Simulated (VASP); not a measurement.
## GaP: relaxation of cell and atoms with LDA

GaP:

```xyz
2
Lattice="2.7252 2.7252 0.0000 -2.7252 2.7252 0.0000 0.0000 2.7252 2.7252" Properties=species:S:1:pos:R:3 pbc="T T T"
Ga    0.0000    0.0000    0.0000
P     1.3626    4.0879    1.3626
```

* Program: VASP 6.6.1
* Task: relaxation of cell and atoms
* Functional: LDA
* Potentials or basis: VASP PAW LDA potentials, release 64 (Ga_d, P)
* Cutoff: 600 eV
* k mesh: 12 × 12 × 12
* Occupations: fermi-dirac, width 0.08 eV
* Spin: no spin polarisation
* Dipole correction: no
* Further INCAR settings: ALGO = Normal; EDIFF = 1e-06; IBRION = 2; EDIFFG = -0.002; NSW = 100; ISIF = 3

```yaml
Relaxed_volume: 19.61 Å³/atom
Relaxed_cell: a = 3.814 Å, b = 3.814 Å, c = 3.814 Å, α = 60.00°, β = 60.00°, γ = 90.00°
Space_group_after_relaxing_to_0.05_Å: F-43m (No. 216)
Energy_gained_by_relaxing: 5.4 meV/atom
Ionic_steps: 11
Pressure_after_relaxing: 0.0 GPa
Band_gap_on_the_k_mesh: 1.39 eV, indirect (least direct gap 1.90 eV)
```

The path:
```
step  energy change (eV)  largest force (eV/Å)  pressure (GPa)  volume (Å³)
   1              0.0000                0.0000           -2.67        40.48
   2             -0.0073                0.0000            1.67        38.53
   3             -0.0108                0.0000           -0.08        39.22
   4             -0.0108                0.0000            0.11        39.19
   5             -0.0108                0.0000           -0.10        39.26
   6             -0.0108                0.0000            0.04        39.22
   7             -0.0108                0.0000           -0.06        39.23
   8             -0.0108                0.0000            0.07        39.22
   9             -0.0108                0.0000           -0.06        39.23
  10             -0.0108                0.0000           -0.03        39.22
  11             -0.0108                0.0000           -0.01        39.22
```

Final structure:
```
Ga P
1.0
     2.69674    2.69674    0.00000
    -2.69674    2.69674    0.00000
     0.00000    2.69674    2.69674
Ga P
1 1
Direct
  0.00000 0.00000 0.00000
  0.75000 0.25000 0.50000
```

Levels at points of the mesh, in eV from the valence-band top:
```csv
k point,band 7,band 8,band 9,band 10,band 11,band 12
"(0.00, 0.00, 0.00)",0.00,0.00,0.00,1.90,3.78,3.78
"(0.50, 0.00, 0.00)",-6.89,-1.18,-1.18,1.61,4.62,4.62
"(0.50, 0.50, 0.00)",-6.99,-2.82,-2.82,1.43,1.65,10.69
```

Wall time 2.3 min on 1 thread of Intel(R) Xeon(R) Platinum 8375C CPU @ 2.90GHz (Ice Lake), with other jobs on the host, peak memory 0.19 GiB.

A k mesh can miss the band edges. As with any semilocal functional, this LDA gap is likely too small.
